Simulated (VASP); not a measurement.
Here is a VASP 6.6.1 calculation.

The input INCAR:

```
SYSTEM = C
  ALGO = Normal
  EDIFF = 1E-6
  ENCUT = 600
  GGA = PS
  GGA_COMPAT = .False.
  ISIF = 2
  ISMEAR = 0
  LASPH = .True.
  LCHARG = .False.
  LREAL = .False.
  LWAVE = .False.
  NBANDS = 11
  NELM = 120
  PREC = Accurate
  SIGMA = 0.02
```

Contents of KPOINTS:

```
k-points
0
Gamma
  12 12 12
  0 0 0
```

POSCAR

```
C
1.0
    0.0000000000      1.7768347122      1.7768347122
    1.7768347122      0.0000000000      1.7768347122
    1.7768347122      1.7768347122      0.0000000000
C
2
Direct
    0.5000000000      0.5000000000      0.5000000000
    0.7500000000      0.7500000000      0.7500000000
```

Potentials or basis: VASP PAW PBE potentials, release 64 (C).

Launch:

```sh
$ cat potpaw_PBE.64/C/POTCAR > POTCAR
$ mpirun -np 1 vasp_std > vasp.out
```

Question: What does it give for the pressure?

Answer: 0.5 GPa.

Question: Estimate the band gap on the k mesh.

Answer: 4.06 eV, indirect (least direct gap 5.57 eV).

Caveat: the PAW data sets were made with another functional, which shifts forces and pressure a little. A k mesh can miss the band edges.
